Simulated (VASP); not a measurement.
# SnO2 in VASP: single point with HSE06

Aim: the single point of SnO2 with HSE06.

Everything below comes from runs of VASP 6.6.1. Logs are shortened: lines on timing, memory, paths and dates and some standing lists are left out, and cuts for length are marked.

## 1. The cell of the first run

The typed cell holds 6 atoms: a = 4.761 Å, b = 4.761 Å, c = 3.200 Å, α = 90.00°, β = 90.00°, γ = 90.00°.

## 2. Single point, HSE06

POSCAR reads:

```
SnO2
1.0
    4.7605144913      0.0000000000      0.0000000000
    0.0000000000      4.7606977633      0.0000000000
    0.0000000000      0.0000000000      3.2000515029
Sn O
2 4
Direct
    0.5000000000      0.5000000000      0.5000000000
    0.0000000000      0.0000000000      0.0000000000
    0.3058348108      0.3059224605      0.0000000000
    0.8058348108      0.1940775395      0.5000000000
    0.1941651892      0.8059224605      0.5000000000
    0.6941651892      0.6940775395      0.0000000000
```

INCAR.step1 reads:

```
SYSTEM = SnO2
PREC = Accurate
ENCUT = 520
EDIFF = 1E-5
ISMEAR = 0
SIGMA = 0.01
LREAL = .FALSE.
LASPH = .TRUE.
NELM = 100
ALGO = Normal
ISIF = 2
LWAVE = .TRUE.
LCHARG = .FALSE.
NBANDS = 35
GGA = PE
```

INCAR.step2 reads:

```
SYSTEM = SnO2
PREC = Accurate
ENCUT = 520
EDIFF = 1E-7
ISMEAR = 0
SIGMA = 0.01
LREAL = .FALSE.
LASPH = .TRUE.
NELM = 100
ALGO = Normal
ISIF = 2
LWAVE = .FALSE.
LCHARG = .FALSE.
GGA = PE
LHFCALC = .TRUE.
HFSCREEN = 0.2079
PRECFOCK = Fast
NBANDS = 35
ISTART = 1
```

KPOINTS reads:

```
regular mesh
0
G
  2 2 4
  0 0 0
```

Potentials or basis: VASP PAW PBE potentials, release 64 (Sn_d, O).

Command:

```sh
cat potpaw_PBE.64/Sn_d/POTCAR potpaw_PBE.64/O/POTCAR > POTCAR
cp INCAR.step1 INCAR
mpirun -np 1 vasp_std > vasp.out
cp INCAR.step2 INCAR
mpirun -np 1 vasp_std > vasp.out
```

OUTCAR:

```text
SYSTEM = SnO2
   PREC = Accurate
   ENCUT = 520
   EDIFF = 1E-7
   ISMEAR = 0
   LREAL = .FALSE.
   LASPH = .TRUE.
   NELM = 100
   ISIF = 2
   GGA = PE
   LHFCALC = .TRUE.
   HFSCREEN = 0.2079
   PRECFOCK = Fast
   ISTART = 1

 ion  position               nearest neighbor table
   1  0.500  0.500  0.500-   4 2.06   5 2.06   3 2.07   6 2.07   3 2.07   6 2.07   2 3.73   2 3.73
                             2 3.73   2 3.73   2 3.73   2 3.73   2 3.73   2 3.73
   2  0.000  0.000  0.000-   3 2.06   6 2.06   5 2.07   4 2.07   4 2.07   5 2.07   1 3.73   1 3.73
                             1 3.73   1 3.73   1 3.73   1 3.73   1 3.73   1 3.73
   3  0.306  0.306  0.000-   2 2.06   1 2.07   1 2.07
   4  0.806  0.194  0.500-   1 2.06   2 2.07   2 2.07
   5  0.194  0.806  0.500-   1 2.06   2 2.07   2 2.07
   6  0.694  0.694  0.000-   2 2.06   1 2.07   1 2.07

  LATTYP: Found a simple orthorhombic cell.
 ALAT       =     3.2000515029
 B/A-ratio  =     1.4876368355
 C/A-ratio  =     1.4876941071

  Lattice vectors:

 A1 = (   0.0000000000,   0.0000000000,   3.2000515029)
 A2 = (   4.7605144913,   0.0000000000,   0.0000000000)
 A3 = (   0.0000000000,   4.7606977633,   0.0000000000)

Analysis of symmetry for initial positions (statically):
=====================================================================
 Subroutine PRICEL returns:
 Original cell was already a primitive cell.

 Routine SETGRP: Setting up the symmetry group for a
 simple orthorhombic supercell.

 Subroutine GETGRP returns: Found  8 space group operations
 (whereof  4 operations were pure point group operations)
 out of a pool of  8 trial point group operations.

The static configuration has the point symmetry C_2h.
 The point group associated with its full space group is D_2h.

Analysis of symmetry for dynamics (positions and initial velocities):
=====================================================================
 Subroutine PRICEL returns:
 Original cell was already a primitive cell.

 Routine SETGRP: Setting up the symmetry group for a
 simple orthorhombic supercell.

 Subroutine GETGRP returns: Found  8 space group operations
 (whereof  4 operations were pure point group operations)
 out of a pool of  8 trial point group operations.

The dynamic configuration has the point symmetry C_2h.
 The point group associated with its full space group is D_2h.

 Subroutine INISYM returns: Found  8 space group operations
 (whereof  4 operations are pure point group operations),
 and found     1 'primitive' translations

----------------------------------------------------------------------------------------

                                     Primitive cell

  volume of cell :      72.5240

  direct lattice vectors                    reciprocal lattice vectors
     4.760514491  0.000000000  0.000000000     0.210061329  0.000000000  0.000000000
     0.000000000  4.760697763  0.000000000     0.000000000  0.210053242  0.000000000
     0.000000000  0.000000000  3.200051503     0.000000000  0.000000000  0.312494971

  length of vectors
     4.760514491  4.760697763  3.200051503     0.210061329  0.210053242  0.312494971

  position of ions in fractional coordinates (direct lattice)
     0.500000000  0.500000000  0.500000000
     0.000000000  0.000000000  0.000000000
     0.305834811  0.305922460  0.000000000
     0.805834811  0.194077540  0.500000000
     0.194165189  0.805922460  0.500000000
     0.694165189  0.694077540  0.000000000

  ion indices of the primitive-cell ions
   primitive index   ion index
                 1           1
                 2           2
                 3           3
                 4           4
                 5           5
                 6           6

----------------------------------------------------------------------------------------

 KPOINTS: regular mesh

Automatic generation of k-mesh.
 Grid dimensions read from file:
 generate k-points for:    2    2    4

 Generating k-lattice:

  Cartesian coordinates                     Fractional coordinates (reciprocal lattice)
     0.105030664  0.000000000  0.000000000     0.500000000  0.000000000  0.000000000
     0.000000000  0.105026621  0.000000000     0.000000000  0.500000000  0.000000000
     0.000000000  0.000000000  0.078123743     0.000000000  0.000000000  0.250000000

  Length of vectors
     0.105030664  0.105026621  0.078123743

  Shift w.r.t. Gamma in fractional coordinates (k-lattice)
     0.000000000  0.000000000  0.000000000

 Subroutine IBZKPT returns following result:
 ===========================================

 Found     12 irreducible k-points:

 Following reciprocal coordinates:
            Coordinates               Weight
  0.000000  0.000000  0.000000      1.000000
  0.500000  0.000000  0.000000      1.000000
  0.000000  0.500000  0.000000      1.000000
  0.500000  0.500000  0.000000      1.000000
  0.000000  0.000000  0.250000      2.000000
  0.500000  0.000000  0.250000      2.000000
  0.000000  0.500000  0.250000      2.000000
  0.500000  0.500000  0.250000      2.000000
  0.000000  0.000000  0.500000      1.000000
  0.500000  0.000000  0.500000      1.000000
  0.000000  0.500000  0.500000      1.000000
  0.500000  0.500000  0.500000      1.000000
   k-points           NKPTS =     12   k-points in BZ     NKDIM =     16   number of bands    NBANDS=     35
   number of dos      NEDOS =    301   number of ions     NIONS =      6
   total plane-waves  NPLWV =  31104
   dimension x,y,z NGX =    36 NGY =   36 NGZ =   24
   dimension x,y,z NGXF=    72 NGYF=   72 NGZF=   48
   ions per type =               2   4
   NGX,Y,Z   is equivalent  to a cutoff of  12.57, 12.57, 12.47 a.u.
   NGXF,Y,Z  is equivalent  to a cutoff of  25.14, 25.14, 24.94 a.u.
 SYSTEM =  SnO2
   PREC   = accura    normal or accurate (medium, high low for compatibility)
   ISTART =      1    job   : 0-new  1-cont  2-samecut
   ICHARG =      0    charge: 1-file 2-atom 10-const
   ISPIN  =      1    spin polarized calculation?
   LNONCOLLINEAR =      F non collinear calculations
   LSORBIT =      F    spin-orbit coupling
   LASPH  =      T    aspherical Exc in radial PAW
   ENCUT  =  520.0 eV  38.22 Ry    6.18 a.u.   8.85  8.85  5.95*2*pi/ulx,y,z
   NELM   =    100;   NELMIN=  2; NELMDL=  0     # of ELM steps
   EDIFF  = 0.1E-06   stopping-criterion for ELM
   LREAL  =      F    real-space projection
   EDIFFG = 0.1E-05   stopping-criterion for IOM
   NSW    =      0    number of steps for IOM
   IBRION =     -1    ionic relax: 0-MD 1-quasi-New 2-CG
   NFREE  =      0    steps in history (QN), initial steepest desc. (CG)
   ISIF   =      2    stress and relaxation
   ISYM   =      3    0-nonsym 1-usesym 2-fastsym
   POTIM  = 0.5000    time-step for ionic-motion
   TEBEG  =    0.0;   TEEND  =   0.0 temperature during run
   PSTRESS=    0.0 pullay stress
   NELECT =      52.0000    total number of electrons
   NUPDOWN=      -1.0000    fix difference up-down
   EMIN   =  10.00;   EMAX   =-10.00  energy-range for DOS
   EFERMI =   0.00;   METHOD = LEGACY
   ISMEAR =     0;   SIGMA  =   0.01  broadening in eV -4-tet -1-fermi 0-gaus
   EFERMI_NEDOS =   21; number of points for ismear=-14 and -15
   IALGO  =     38    algorithm
   IMIX   =      1    mixing-type and parameters
     AMIX     =   0.40;   BMIX     =  1.00
     AMIX_MAG =   1.60;   BMIX_MAG =  1.00
  volume/ion in A,a.u.               =      12.09        81.57
  Fermi-wavevector in a.u.,A,eV,Ry     =   1.465263  2.768945 29.211632  2.146994
  Thomas-Fermi vector in A             =   2.581140
   LORBIT       =      0    0 simple, 1 ext, 2 COOP (PROOUT), +10 PAW based schemes
   GGA     = PE    functional components
   LHFCALC =     T    Hartree Fock is set to
   PRECFOCK=fast      Normal, Fast or Accurate (Low or Medium for compatibility)
   ENCUT4O =  -1.0   cutoff for four orbital integrals eV
   NKREDX  =     1    reduce k-point grid by
   NKREDY  =     1    reduce k-point grid by
   NKREDZ  =     1    reduce k-point grid by
   AEXX    =    0.2500 exact exchange contribution
   HFSCREEN=    0.2079 screening length (either q_TF or 0.3 A-1)
   HFSCREENC=   0.2079 screening length for correlation (either q_TF or 0.3 A-1)
   ENCUTFOCK=  -1.0 apply spherical cutoff to Coloumb kernel
   IVDW    =     0    specifies the selected vdW correction
   LEPSILON=     F    determine dielectric tensor
   LRPA    =     F    only Hartree local field effects (RPA)
 non-spin polarized calculation
 Gauss-broadening in eV      SIGMA  =   0.01
  energy-cutoff  :      520.00
  volume of cell :       72.52
 maximum number of plane-waves:      1992
 NGX is ok and might be reduce to    36
  NGX = 20; NGY = 20; NGZ = 14

 number of electron      52.0000003 magnetization

 Free energy of the ion-electron system (eV)
  ---------------------------------------------------
  ext. energy  EPLUGINS =         0.00000000
  ---------------------------------------------------
  free energy    TOTEN  =       -47.37268585 eV

  energy without entropy =      -47.37268585  energy(sigma->0) =      -47.37268585

 E-fermi :   4.7065     XC(G=0):  -9.1672

 val. band max:        4.6434413274   @ k =   0.0000   0.0000   0.0000
 cond. band min:       7.4999356942   @ k =   0.0000   0.0000   0.0000
 fundamental gap:      2.8564943667
 Fermi energy:         4.7065283263

 k-point     1 :       0.0000    0.0000    0.0000
  band No.  band energies     occupation
      1     -17.8212      2.00000
      2     -16.9392      2.00000
      3     -16.6691      2.00000
      4     -16.6691      2.00000
      5     -16.6445      2.00000
      6     -16.5954      2.00000
[... 27 lines left out ...]
     34      19.0096      0.00000
     35      19.3608      0.00000

 k-point     2 :       0.5000    0.0000    0.0000
  band No.  band energies     occupation
      1     -17.4326      2.00000
      2     -17.4326      2.00000
      3     -16.6622      2.00000
      4     -16.6622      2.00000
      5     -16.6543      2.00000
      6     -16.6543      2.00000
[... 27 lines left out ...]
     34      19.0482      0.00000
     35      19.3933      0.00000

 k-point     3 :       0.0000    0.5000    0.0000
  band No.  band energies     occupation
      1     -17.4326      2.00000
      2     -17.4326      2.00000
      3     -16.6622      2.00000
      4     -16.6622      2.00000
      5     -16.6543      2.00000
      6     -16.6543      2.00000
[... 27 lines left out ...]
     34      19.0468      0.00000
     35      19.3936      0.00000

 k-point     4 :       0.5000    0.5000    0.0000
  band No.  band energies     occupation
      1     -17.5414      2.00000
      2     -17.5414      2.00000
      3     -16.6712      2.00000
      4     -16.6712      2.00000
      5     -16.6241      2.00000
      6     -16.6241      2.00000
[... 27 lines left out ...]
     34      18.9734      0.00000
     35      19.5370      0.00000

 k-point     5 :       0.0000    0.0000    0.2500
  band No.  band energies     occupation
      1     -17.5442      2.00000
      2     -17.1716      2.00000
      3     -17.1716      2.00000
      4     -16.7409      2.00000
      5     -16.5598      2.00000
      6     -16.5413      2.00000
[... 182 lines left out ...]
 k-point    10 :       0.5000    0.0000    0.5000
  band No.  band energies     occupation
      1     -17.7480      2.00000
      2     -17.7480      2.00000
      3     -16.6913      2.00000
      4     -16.6913      2.00000
      5     -16.4890      2.00000
      6     -16.4890      2.00000
[... 27 lines left out ...]
     34      18.7994      0.00000
     35      19.0366      0.00000

 k-point    11 :       0.0000    0.5000    0.5000
  band No.  band energies     occupation
      1     -17.7480      2.00000
      2     -17.7480      2.00000
      3     -16.6912      2.00000
      4     -16.6912      2.00000
      5     -16.4890      2.00000
      6     -16.4890      2.00000
[... 27 lines left out ...]
     34      18.7930      0.00000
     35      19.0381      0.00000

 k-point    12 :       0.5000    0.5000    0.5000
  band No.  band energies     occupation
      1     -17.5558      2.00000
      2     -17.5558      2.00000
      3     -17.0553      2.00000
      4     -17.0553      2.00000
      5     -16.4836      2.00000
      6     -16.4836      2.00000
[... 27 lines left out ...]
     34      18.0651      0.00000
     35      19.7302      0.00000

------------------------ aborting loop because EDIFF is reached ----------------------------------------

  FORCE on cell =-STRESS in cart. coord.  units (eV):
  Direction    XX          YY          ZZ          XY          YZ          ZX
  --------------------------------------------------------------------------------------
  -------------------------------------------------------------------------------------
  Total       -0.3476256     -0.3472374     -0.6493350      0.0000000      0.0000000      0.0000000
  in kB       -7.6796403     -7.6710634    -14.3449134      0.0000000      0.0000000      0.0000000
  external PRESSURE =      -9.8985390 kB  Pullay stress =       0.0000000 kB

 VOLUME and BASIS-vectors are now :
 -----------------------------------------------------------------------------
  energy-cutoff  :      520.00
  volume of cell :       72.52
      direct lattice vectors                 reciprocal lattice vectors
     4.760514491  0.000000000  0.000000000     0.210061329  0.000000000  0.000000000
     0.000000000  4.760697763  0.000000000     0.000000000  0.210053242  0.000000000
     0.000000000  0.000000000  3.200051503     0.000000000  0.000000000  0.312494971

 POSITION                                       TOTAL-FORCE (eV/Angst)
 -----------------------------------------------------------------------------------
      2.38026      2.38035      1.60003         0.000000      0.000000      0.000000
      0.00000      0.00000      0.00000         0.000000      0.000000      0.000000
      1.45593      1.45640      0.00000         0.043598      0.043206     -0.000000
      3.83619      0.92394      1.60003         0.043598     -0.043206     -0.000000
      0.92433      3.83675      1.60003        -0.043598      0.043206      0.000000
      3.30458      3.30429      0.00000        -0.043598     -0.043206      0.000000
 -----------------------------------------------------------------------------------
    total drift:                               -0.000010     -0.000001     -0.000010

  FREE ENERGIE OF THE ION-ELECTRON SYSTEM (eV)
  ---------------------------------------------------
  free  energy   TOTEN  =       -47.3726858517 eV

  energy  without entropy=      -47.3726858517  energy(sigma->0) =      -47.37268585
```

Wall time 15 min (1 thread of Intel Xeon Platinum 8259CL at 2.50GHz (Skylake/Cascade Lake), shared host); peak memory 0.29 GiB.

Results:

```
Free energy            : -47.3727 eV
Pressure               : -1.0 GPa
Largest force          : 0.061 eV/Å
Band gap on the k mesh : 2.86 eV
```

Forces in eV/Å, atoms in the order of the input:
```
Sn   0.000  0.000  0.000
Sn   0.000  0.000  0.000
O    0.044  0.043  0.000
O    0.044 -0.043  0.000
O   -0.044  0.043  0.000
O   -0.044 -0.043  0.000
```

Levels at points of the mesh, in eV from the valence-band top:
```csv
k point,band 24,band 25,band 26,band 27,band 28,band 29
"(0.00, 0.00, 0.00)",-0.72,-0.72,0.00,2.86,8.10,8.14
"(0.50, 0.00, 0.00)",-0.98,-0.59,-0.59,6.18,6.18,8.95
"(0.00, 0.50, 0.00)",-0.98,-0.59,-0.59,6.18,6.18,8.95
"(0.50, 0.50, 0.00)",-1.13,-0.97,-0.97,6.68,6.68,9.38
"(0.00, 0.00, 0.50)",-1.74,-1.33,-1.33,8.17,8.17,11.73
"(0.50, 0.00, 0.50)",-1.13,-0.52,-0.52,8.46,8.46,9.94
"(0.00, 0.50, 0.50)",-1.13,-0.52,-0.52,8.46,8.46,9.94
"(0.50, 0.50, 0.50)",-0.94,-0.89,-0.89,6.67,6.67,10.81
```

Caveat: the k points lie up to 0.66 Å⁻¹ apart; the PAW data sets were made with another functional, which shifts forces and pressure a little; spin-orbit coupling is left out, which moves the levels of the heavy elements.
